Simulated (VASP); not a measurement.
# HfH4 in VASP: a series of runs

The runs below take HfH4 through single point, with PBE.

Everything below comes from runs of VASP 6.6.1. Logs are shortened: lines on timing, memory, paths and dates and some standing lists are left out, and cuts for length are marked.

### 1 The cell of the first run

The cell holds a sheet with vacuum, 5 atoms: a = 4.137 Å, b = 4.137 Å, c = 16.000 Å, α = 90.00°, β = 90.00°, γ = 90.00°.

The cell was generated, and may not be a known phase.

### 2 Single point, PBE

Contents of INCAR:

```
ALGO = Normal
DIPOL = 0.5 0.5 0.500
EDIFF = 1E-7
ENCUT = 520
GGA = PE
IDIPOL = 3
ISIF = 2
ISMEAR = 0
LASPH = T
LCHARG = F
LDIPOL = T
LREAL = F
LWAVE = F
NBANDS = 15
NELM = 60
PREC = Accurate
SIGMA = 0.1
```

Contents of KPOINTS:

```
k-points
0
Gamma
  4 4 1
```

Contents of POSCAR:

```
HfH4
1.0
    4.1373880000      0.0000000000      0.0000000000
    0.0000000000      4.1373880000      0.0000000000
    0.0000000000      0.0000000000     16.0000000000
Hf H
1 4
Direct
    0.5000000000      0.5000000000      0.5000000000
    0.1352827500      0.5000000000      0.5376433300
    0.8647172500      0.5000000000      0.5376433300
    0.5000000000      0.8647172500      0.4623566700
    0.5000000000      0.1352827500      0.4623566700
```

Potentials or basis: VASP PAW PBE potentials, release 64 (Hf_pv, H).

Started as:

```sh
> cat potpaw_PBE.64/Hf_pv/POTCAR potpaw_PBE.64/H/POTCAR > POTCAR
> mpirun -np 1 vasp_std > vasp.out
```

OUTCAR:

```text
EDIFF = 1E-7
   ENCUT = 520
   GGA = PE
   ISIF = 2
   ISMEAR = 0
   LASPH = T
   LREAL = F
   NELM = 60
   PREC = Accurate

 ion  position               nearest neighbor table
   1  0.500  0.500  0.500-   2 1.62   3 1.62   4 1.62   5 1.62
   2  0.135  0.500  0.538-   1 1.62
   3  0.865  0.500  0.538-   1 1.62
   4  0.500  0.865  0.462-   1 1.62
   5  0.500  0.135  0.462-   1 1.62

  LATTYP: Found a simple tetragonal cell.
 ALAT       =     4.1373880000
 C/A-ratio  =     3.8671741688

  Lattice vectors:

 A1 = (   4.1373880000,   0.0000000000,   0.0000000000)
 A2 = (   0.0000000000,   4.1373880000,   0.0000000000)
 A3 = (   0.0000000000,   0.0000000000,  16.0000000000)

Analysis of symmetry for initial positions (statically):
=====================================================================
 Subroutine PRICEL returns:
 Original cell was already a primitive cell.

 Routine SETGRP: Setting up the symmetry group for a
 simple tetragonal supercell.

 Subroutine GETGRP returns: Found  8 space group operations
 (whereof  8 operations were pure point group operations)
 out of a pool of 16 trial point group operations.

The static configuration has the point symmetry D_2d.

Analysis of symmetry for dynamics (positions and initial velocities):
=====================================================================
 Subroutine PRICEL returns:
 Original cell was already a primitive cell.

 Routine SETGRP: Setting up the symmetry group for a
 simple tetragonal supercell.

 Subroutine GETGRP returns: Found  8 space group operations
 (whereof  8 operations were pure point group operations)
 out of a pool of 16 trial point group operations.

The dynamic configuration has the point symmetry D_2d.

 Subroutine INISYM returns: Found  8 space group operations
 (whereof  8 operations are pure point group operations),
 and found     1 'primitive' translations

----------------------------------------------------------------------------------------

                                     Primitive cell

  volume of cell :     273.8877

  direct lattice vectors                    reciprocal lattice vectors
     4.137388000  0.000000000  0.000000000     0.241698386  0.000000000  0.000000000
[... 91 lines left out ...]
   IMIX   =      4    mixing-type and parameters
     AMIX     =   0.40;   BMIX     =  1.00
     AMIX_MAG =   1.60;   BMIX_MAG =  1.00
  volume/ion in A,a.u.               =      54.78       369.66
  Fermi-wavevector in a.u.,A,eV,Ry     =   0.607566  1.148133  5.022404  0.369136
  Thomas-Fermi vector in A             =   1.662075
   LORBIT       =      0    0 simple, 1 ext, 2 COOP (PROOUT), +10 PAW based schemes
   GGA     = PE    functional components
   LHFCALC =     F    Hartree Fock is set to
   AEXX    =    0.0000 exact exchange contribution
   IVDW    =     0    specifies the selected vdW correction
   LEPSILON=     F    determine dielectric tensor
   LRPA    =     F    only Hartree local field effects (RPA)
 non-spin polarized calculation
 Gauss-broadening in eV      SIGMA  =   0.10
  energy-cutoff  :      520.00
  volume of cell :      273.89
 maximum number of plane-waves:      7411
 NGX is ok and might be reduce to    32
   NGX = 15   NGY = 15   NGZ = 59

 dipolmoment           0.000000      0.000000      0.000000 electrons x Angstroem

 number of electron      14.0000001 magnetization

 dipolmoment           0.000000      0.000000     -0.000000 electrons x Angstroem

 Free energy of the ion-electron system (eV)
  ---------------------------------------------------
  ext. energy  EPLUGINS =         0.00000000
  ---------------------------------------------------
  free energy    TOTEN  =       -16.30717476 eV

  energy without entropy =      -16.28865485  energy(sigma->0) =      -16.29791480

 E-fermi :  -1.8230     XC(G=0):  -2.3357

 val. band max:       -1.8542125456   @ k =   0.5000   0.0000   0.0000
 cond. band min:      -1.7078772214   @ k =   0.5000   0.2500   0.0000
 fundamental gap:      0.1463353241
 Fermi energy:        -1.8230417548

 k-point     1 :       0.0000    0.0000    0.0000
  band No.  band energies     occupation
      1     -32.1912      2.00000
      2     -32.1658      2.00000
      3     -32.1658      2.00000
      4     -10.2495      2.00000
      5      -9.0669      2.00000
      6      -1.9542      1.93636
      7      -1.9542      1.93635
      8      -1.3723      0.00000
      9      -1.3574      0.00000
     10       0.6780      0.00000
     11       0.8231      0.00000
     12       1.4652      0.00000
     13       2.0864      0.00000
     14       3.0163      0.00000
[... 77 lines left out ...]
      2     -32.2188      2.00000
      3     -32.1814      2.00000
      4      -7.8441      2.00000
      5      -7.8441      2.00000
      6      -3.8697      2.00000
      7      -3.0821      2.00000
      8      -2.1139      1.99996
      9      -0.6800      0.00000
     10      -0.6800      0.00000
     11      -0.1330      0.00000
     12       2.4256      0.00000
     13       3.8172      0.00000
     14       4.4702      0.00000
     15       4.4785      0.00000

------------------------ aborting loop because EDIFF is reached ----------------------------------------

 vacuum level on the upper side and lower side of the slab       (xc-potential included)        -0.076        -0.076

  FORCE on cell =-STRESS in cart. coord.  units (eV):
  Direction    XX          YY          ZZ          XY          YZ          ZX
  --------------------------------------------------------------------------------------
  -------------------------------------------------------------------------------------
  Total       13.0432189     13.0432189      5.7203845      0.0000000      0.0000000      0.0000000
  in kB       76.2997092     76.2997092     33.4628803      0.0000000      0.0000000      0.0000000
  external PRESSURE =      62.0207662 kB  Pullay stress =       0.0000000 kB

 VOLUME and BASIS-vectors are now :
 -----------------------------------------------------------------------------
  energy-cutoff  :      520.00
  volume of cell :      273.89
      direct lattice vectors                 reciprocal lattice vectors
     4.137388000  0.000000000  0.000000000     0.241698386  0.000000000  0.000000000
     0.000000000  4.137388000  0.000000000     0.000000000  0.241698386  0.000000000
     0.000000000  0.000000000 16.000000000     0.000000000  0.000000000  0.062500000

 POSITION                                       TOTAL-FORCE (eV/Angst)
 -----------------------------------------------------------------------------------
      2.06869      2.06869      8.00000         0.000000      0.000000      0.000000
      0.55972      2.06869      8.60229        -1.477209      0.000000      2.398255
      3.57767      2.06869      8.60229         1.477209      0.000000      2.398255
      2.06869      3.57767      7.39771         0.000000      1.477209     -2.398255
      2.06869      0.55972      7.39771         0.000000     -1.477209     -2.398255
 -----------------------------------------------------------------------------------
    total drift:                                0.000000      0.000000     -0.000000

  FREE ENERGIE OF THE ION-ELECTRON SYSTEM (eV)
  ---------------------------------------------------
  free  energy   TOTEN  =       -16.3071747575 eV

  energy  without entropy=      -16.2886548471  energy(sigma->0) =      -16.29791480

 vacuum level on the upper side and lower side of the slab         0.816         0.816
```

OSZICAR:

```text
N       E                     dE             d eps       ncg     rms          rms(c)
DAV:   1     0.230897879743E+02    0.23090E+02   -0.61219E+03   236   0.627E+02
DAV:   2    -0.147654868813E+02   -0.37855E+02   -0.33108E+02   251   0.109E+02
DAV:   3    -0.194965940384E+02   -0.47311E+01   -0.45589E+01   229   0.302E+01
[... 15 lines left out ...]
DAV:  19    -0.163071661743E+02   -0.18839E-04   -0.16964E-06   216   0.506E-03    0.202E-03
DAV:  20    -0.163071725327E+02   -0.63584E-05   -0.41294E-07   194   0.213E-03    0.233E-04
DAV:  21    -0.163071740604E+02   -0.15277E-05   -0.72320E-08   200   0.757E-04    0.323E-04
DAV:  22    -0.163071747186E+02   -0.65820E-06   -0.31423E-08   186   0.340E-04    0.153E-04
DAV:  23    -0.163071747575E+02   -0.38920E-07   -0.11920E-09   183   0.943E-05
   1 F= -.16307175E+02 E0= -.16297915E+02  d E =-.185199E-01
```

Wall time 35 s (1 thread of Intel Xeon Platinum 8275CL at 3.00GHz (Skylake/Cascade Lake), shared host); peak memory 0.33 GiB.

Results:

```yaml
Free_energy: -16.3072 eV
Largest_force: 2.817 eV/Å
Band_gap_on_the_k_mesh: zero (bands 7 and 8 overlap by 0.26 eV)
```

Forces on the atoms (eV/Å):
```
Hf   0.000  0.000  0.000
H   -1.477  0.000  2.398
H    1.477  0.000  2.398
H    0.000  1.477 -2.398
H    0.000 -1.477 -2.398
```

Caveat: the k points lie up to 0.38 Å⁻¹ apart; spin-orbit coupling is left out, which moves the levels of the heavy elements.

(Continued in part 2 of 2.)

The gap in the log of VASP goes by the Fermi energy; the results here count the filled bands.